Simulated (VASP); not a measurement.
NiGe3, 4 atoms in the cell. The structure is cubic, space group Pm-3m (No. 221). The conventional cell has a = 4.035 Å, b = 4.035 Å, c = 4.035 Å, α = 90.00°, β = 90.00°, γ = 90.00°. Within 3.8 Å of Ni (site symmetry m-3m) lie 12 Ge at 2.85 Å. Ge (site symmetry 4/mmm) has 4 Ni at 2.85 Å and 8 Ge at 2.85 Å within 3.8 Å. The cell was generated, and may not be a known phase.

```yaml
Program: VASP 6.6.1
Task: single point
Functional: PBE
Potentials_or_basis: VASP PAW PBE potentials, release 64 (Ni, Ge_d)
Cutoff: 520 eV
k_mesh: 12 × 12 × 12
Occupations: gaussian, width 0.1 eV
Spin: collinear spin, ferromagnetic start
Starting_moments: "[0.2, 0.0, 0.0, 0.0] μB"
Dipole_correction: no
Further_INCAR_settings: ALGO = Normal; EDIFF = 1e-06; NBANDS = 38
```

Potentials or basis: VASP PAW PBE potentials, release 64 (Ni, Ge_d).

Launch:

```console
$ cat potpaw_PBE.64/Ni/POTCAR potpaw_PBE.64/Ge_d/POTCAR > POTCAR
$ mpirun -np 1 vasp_std > vasp.out
```

Hardware: 1 thread of Intel(R) Xeon(R) Platinum 8488C (Sapphire Rapids) (shared host).

Task: Estimate the wall time of this run.

Result: It took 4 min on 1 thread of Intel(R) Xeon(R) Platinum 8488C (Sapphire Rapids), on a shared host, peak memory 0.4 GiB. Counts: scf iterations 14, k points 84.
